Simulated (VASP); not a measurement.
A run of VASP 6.6.1:

INCAR

```
SYSTEM = V
ALGO     = Normal         ! electronic algorithm
EDIFF    = 1E-7           ! SCF threshold, eV
ENCUT    = 520            ! plane-wave cutoff, eV
GGA      = PE             ! functional
ISIF     = 2              ! what is computed and relaxed
ISMEAR   = 0              ! smearing method
LASPH    = .TRUE.         ! aspherical terms in the spheres
LCHARG   = .FALSE.        ! write CHGCAR
LREAL    = .FALSE.        ! projectors in reciprocal space
LWAVE    = .FALSE.        ! write WAVECAR
NBANDS   = 12             ! bands
NELM     = 60             ! most SCF steps
PREC     = Accurate       ! precision mode
SIGMA    = 0.1            ! smearing width, eV
```

The input KPOINTS:

```
k-points
0
G
  18 18 18
  0 0 0
```

Contents of POSCAR:

```
V
1.0
    0.0000000000      1.8492211621      1.8492211621
    1.8492211621      0.0000000000      1.8492211621
    1.8492211621      1.8492211621      0.0000000000
V
1
Direct
    0.0000000000      0.0000000000      0.0000000000
```

Potentials or basis: VASP PAW PBE potentials, release 64 (V_sv).

Launch:

```console
$ cat potpaw_PBE.64/V_sv/POTCAR > POTCAR
$ mpirun -np 1 vasp_std > vasp.out
```

Hardware: 1 thread of Intel Xeon 6975P-C, with other jobs on the host.

Task: How long does it take, and how much memory?

Result: Run time: 14 s on 1 thread of Intel Xeon 6975P-C (shared host), peak memory 0.15 GiB. Counts: scf iterations 12, k points 195.
